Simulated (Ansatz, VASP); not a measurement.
# Tc: VASP beside Ansatz

```
CELL_PARAMETERS angstrom
-1.52382 1.52382 1.52382
1.52382 -1.52382 1.52382
1.52382 1.52382 -1.52382
ATOMIC_POSITIONS crystal
Tc 0.00000 0.00000 0.00000
```

Alike in both runs: task single point; functional r2SCAN; k mesh 20 × 20 × 20; occupations gaussian, width 0.05 eV; no spin polarisation.

|  | VASP | Ansatz |
| --- | --- | --- |
| version | VASP 6.6.1 | Ansatz 0.2.0 |
| potentials or method | VASP PAW PBE potentials, release 64 (Tc_pv), cutoff 520 eV | scalar-relativistic, plane waves, PAW |
| valence electrons in the cell | 13 | 15 |

Ansatz gave:

- gap on the k mesh at the Fermi level (eV): none
- pressure (GPa): 5.3

Question: Which values does VASP return?

Answer: gap on the k mesh at the Fermi level (eV): none; pressure (GPa): 5.9.

VASP's potentials were made for PBE, not for r2SCAN. A gap of «none» marks a metal or a gap that the smearing closes. With one functional, cell and mesh, what is left measures potentials, basis and numerics. VASP's potentials hold 13 valence electrons a cell and Ansatz's 15, so a difference there can come from the potentials and not from the codes.
